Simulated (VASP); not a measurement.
# Cs (P6_3/mmc) in VASP: notebook

The runs below take Cs through single point, with PBE.

All numbers are computed with VASP 6.6.1; they aren't measurements. Logs are shortened: lines on timing, memory, paths and dates and some standing lists are left out, and cuts for length are marked.

## Step 1: The cell of the first run

The structure is hexagonal, space group P6_3/mmc (No. 194). Conventional cell: a = 5.566 Å, b = 5.566 Å, c = 9.258 Å, α = 90.00°, β = 90.00°, γ = 120.00°.

This isn't the form of Cs at room conditions, which is bcc.

## Step 2: Single point, PBE

The input, INCAR:

```
  PREC = Accurate
  ENCUT = 500
  EDIFF = 1E-6
  ISMEAR = 1
  SIGMA = 0.05
  LREAL = False
  LASPH = True
  NELM = 120
  ALGO = Normal
  ISIF = 2
  LWAVE = False
  LCHARG = False
  GGA = PE
  NBANDS = 16
  GGA_COMPAT = False
```

The input, KPOINTS:

```
regular mesh
0
Gamma
  2 2 1
```

The input, POSCAR:

```
Cs
1.0
    5.5663060500      0.0000000000      0.0000000000
   -2.7831530300      4.8205624500      0.0000000000
    0.0000000000      0.0000000000      9.2584789600
Cs
2
Direct
    0.3333333296      0.6666666687      0.2500000000
    0.6666666694      0.3333333292      0.7500000000
```

Potentials or basis: VASP PAW PBE potentials, release 64 (Cs_sv).

Run with:

```bash
> cat potpaw_PBE.64/Cs_sv/POTCAR > POTCAR
> mpirun -np 1 vasp_std > vasp.out
```

OUTCAR:

```text
PREC = Accurate
   ENCUT = 500
   EDIFF = 1E-6
   ISMEAR = 1
   LREAL = False
   LASPH = True
   NELM = 120
   ISIF = 2
   GGA = PE

 ion  position               nearest neighbor table
   1  0.333  0.667  0.250-
   2  0.667  0.333  0.750-

  LATTYP: Found a hexagonal cell.
 ALAT       =     5.5663060500
 C/A-ratio  =     1.6633075646

  Lattice vectors:

 A1 = (   5.5663060500,   0.0000000000,   0.0000000000)
 A2 = (  -2.7831530300,   4.8205624500,   0.0000000000)
 A3 = (   0.0000000000,   0.0000000000,   9.2584789600)

Analysis of symmetry for initial positions (statically):
=====================================================================
 Subroutine PRICEL returns:
 Original cell was already a primitive cell.

 Routine SETGRP: Setting up the symmetry group for a
 hexagonal supercell.

 Subroutine GETGRP returns: Found 24 space group operations
 (whereof 12 operations were pure point group operations)
 out of a pool of 24 trial point group operations.

The static configuration has the point symmetry D_3d.
 The point group associated with its full space group is D_6h.

Analysis of symmetry for dynamics (positions and initial velocities):
=====================================================================
 Subroutine PRICEL returns:
 Original cell was already a primitive cell.

 Routine SETGRP: Setting up the symmetry group for a
 hexagonal supercell.

 Subroutine GETGRP returns: Found 24 space group operations
 (whereof 12 operations were pure point group operations)
 out of a pool of 24 trial point group operations.

The dynamic configuration has the point symmetry D_3d.
 The point group associated with its full space group is D_6h.

 Subroutine INISYM returns: Found 24 space group operations
 (whereof 12 operations are pure point group operations),
 and found     1 'primitive' translations

----------------------------------------------------------------------------------------

                                     Primitive cell

  volume of cell :     248.4302

  direct lattice vectors                    reciprocal lattice vectors
     5.566306050  0.000000000  0.000000000     0.179652357  0.103722337  0.000000000
    -2.783153030  4.820562450  0.000000000     0.000000000  0.207444673  0.000000000
[... 63 lines left out ...]
   LREAL  =      F    real-space projection
   EDIFFG = 0.1E-04   stopping-criterion for IOM
   NSW    =      0    number of steps for IOM
   IBRION =     -1    ionic relax: 0-MD 1-quasi-New 2-CG
   NFREE  =      0    steps in history (QN), initial steepest desc. (CG)
   ISIF   =      2    stress and relaxation
   ISYM   =      2    0-nonsym 1-usesym 2-fastsym
   POTIM  = 0.5000    time-step for ionic-motion
   TEBEG  =    0.0;   TEEND  =   0.0 temperature during run
   PSTRESS=    0.0 pullay stress
   NELECT =      18.0000    total number of electrons
   NUPDOWN=      -1.0000    fix difference up-down
   EMIN   =  10.00;   EMAX   =-10.00  energy-range for DOS
   EFERMI =   0.00;   METHOD = LEGACY
   ISMEAR =     1;   SIGMA  =   0.05  broadening in eV -4-tet -1-fermi 0-gaus
   EFERMI_NEDOS =   21; number of points for ismear=-14 and -15
   IALGO  =     38    algorithm
   IMIX   =      4    mixing-type and parameters
     AMIX     =   0.40;   BMIX     =  1.00
     AMIX_MAG =   1.60;   BMIX_MAG =  1.00
  volume/ion in A,a.u.               =     124.22       838.24
  Fermi-wavevector in a.u.,A,eV,Ry     =   0.682492  1.289723  6.337529  0.465795
  Thomas-Fermi vector in A             =   1.761581
   LORBIT       =      0    0 simple, 1 ext, 2 COOP (PROOUT), +10 PAW based schemes
   GGA     = PE    functional components
   LHFCALC =     F    Hartree Fock is set to
   AEXX    =    0.0000 exact exchange contribution
   IVDW    =     0    specifies the selected vdW correction
   LEPSILON=     F    determine dielectric tensor
   LRPA    =     F    only Hartree local field effects (RPA)
 non-spin polarized calculation
 Methfessel and Paxton  Order N= 1 SIGMA  =   0.05
  energy-cutoff  :      500.00
  volume of cell :      248.43
 maximum number of plane-waves:      6327
 NGX is ok and might be reduce to    42
   NGX = 21   NGY = 21   NGZ = 33

 number of electron      18.0000000 magnetization

 Free energy of the ion-electron system (eV)
  ---------------------------------------------------
  ext. energy  EPLUGINS =         0.00000000
  ---------------------------------------------------
  free energy    TOTEN  =        -1.41867552 eV

  energy without entropy =       -1.41062183  energy(sigma->0) =       -1.41599096

 E-fermi :   0.3125     XC(G=0):  -5.1341

 val. band max:        0.3030762820   @ k =   0.5000  -0.0000   0.0000
 cond. band min:       0.7450691477   @ k =   0.5000  -0.0000   0.0000
 fundamental gap:      0.4419928657
 Fermi energy:         0.3124901403

 k-point     1 :       0.0000    0.0000    0.0000
  band No.  band energies     occupation
      1     -23.5429      2.00000
      2     -23.5391      2.00000
      3     -10.4224      2.00000
      4     -10.3234      2.00000
      5     -10.3017      2.00000
      6     -10.3017      2.00000
[... 8 lines left out ...]
     15       2.9554      0.00000
     16       2.9554      0.00000

 k-point     2 :       0.5000   -0.0000    0.0000
  band No.  band energies     occupation
      1     -23.5386      2.00000
      2     -23.5373      2.00000
      3     -10.3875      2.00000
      4     -10.3777      2.00000
      5     -10.3729      2.00000
      6     -10.3456      2.00000
[... 8 lines left out ...]
     15       2.6497      0.00000
     16       3.6767      0.00000

------------------------ aborting loop because EDIFF is reached ----------------------------------------

  FORCE on cell =-STRESS in cart. coord.  units (eV):
  Direction    XX          YY          ZZ          XY          YZ          ZX
  --------------------------------------------------------------------------------------
  -------------------------------------------------------------------------------------
  Total       -0.3714270     -0.3714270     -0.3937401      0.0000000      0.0000000      0.0000000
  in kB       -2.3954086     -2.3954086     -2.5393102      0.0000000      0.0000000      0.0000000
  external PRESSURE =      -2.4433758 kB  Pullay stress =       0.0000000 kB

 VOLUME and BASIS-vectors are now :
 -----------------------------------------------------------------------------
  energy-cutoff  :      500.00
  volume of cell :      248.43
      direct lattice vectors                 reciprocal lattice vectors
     5.566306050  0.000000000  0.000000000     0.179652357  0.103722337  0.000000000
    -2.783153030  4.820562450  0.000000000     0.000000000  0.207444673  0.000000000
     0.000000000  0.000000000  9.258478960     0.000000000  0.000000000  0.108009102

 POSITION                                       TOTAL-FORCE (eV/Angst)
 -----------------------------------------------------------------------------------
     -0.00000      3.21371      2.31462        -0.000000     -0.000000      0.000000
      2.78315      1.60685      6.94386         0.000000      0.000000      0.000000
 -----------------------------------------------------------------------------------
    total drift:                               -0.000005      0.000007      0.000000

  FREE ENERGIE OF THE ION-ELECTRON SYSTEM (eV)
  ---------------------------------------------------
  free  energy   TOTEN  =        -1.4186755216 eV

  energy  without entropy=       -1.4106218278  energy(sigma->0) =       -1.41599096
```

OSZICAR:

```text
N       E                     dE             d eps       ncg     rms          rms(c)
DAV:   1     0.125825971874E+03    0.12583E+03   -0.57661E+03    64   0.772E+02
DAV:   2     0.123821899298E+02   -0.11344E+03   -0.10897E+03    96   0.145E+02
DAV:   3    -0.111516471479E+01   -0.13497E+02   -0.13467E+02    88   0.538E+01
DAV:   4    -0.138979574892E+01   -0.27463E+00   -0.27192E+00    96   0.878E+00
DAV:   5    -0.139173965495E+01   -0.19439E-02   -0.19439E-02    88   0.770E-01    0.380E-01
DAV:   6    -0.140253046805E+01   -0.10791E-01   -0.37735E-03    96   0.254E-01    0.277E-01
DAV:   7    -0.141785464633E+01   -0.15324E-01   -0.18117E-02    64   0.500E-01    0.683E-02
DAV:   8    -0.141844832882E+01   -0.59368E-03   -0.10300E-03    96   0.128E-01    0.179E-02
DAV:   9    -0.141865217310E+01   -0.20384E-03   -0.36634E-04    64   0.586E-02    0.113E-02
DAV:  10    -0.141867246642E+01   -0.20293E-04   -0.42906E-05    64   0.205E-02    0.222E-03
DAV:  11    -0.141867375972E+01   -0.12933E-05   -0.80295E-07    80   0.345E-03    0.135E-03
DAV:  12    -0.141867549815E+01   -0.17384E-05   -0.20224E-06    48   0.369E-03    0.236E-04
DAV:  13    -0.141867552159E+01   -0.23436E-07   -0.13221E-07    80   0.101E-03
   1 F= -.14186755E+01 E0= -.14159910E+01  d E =-.805369E-02
```

stdout:

```text
POSCAR found type information on POSCAR Cs
 POSCAR found :  1 types and       2 ions
 scaLAPACK will be used
 LDA part: xc-table for (Slater+PW92), standard interpolation
 POSCAR, INCAR and KPOINTS ok, starting setup
 FFT: planning ... GRIDC
 FFT: planning ... GRID_SOFT
 FFT: planning ... GRID
 WAVECAR not read
 entering main loop
```

Wall time 30 s (1 thread of Intel Xeon 8259CL, shared host); peak memory 0.31 GiB.

Results:

| Quantity | Value |
| --- | --- |
| Free energy | -1.4187 eV |
| Pressure | -0.2 GPa |
| Band gap on the k mesh | zero (bands 9 and 10 overlap by 0.06 eV) |

Caveat: the k points lie up to 0.68 Å⁻¹ apart; spin-orbit coupling is left out, which moves the levels of the heavy elements.

(Part 1 of 2 ends here.)
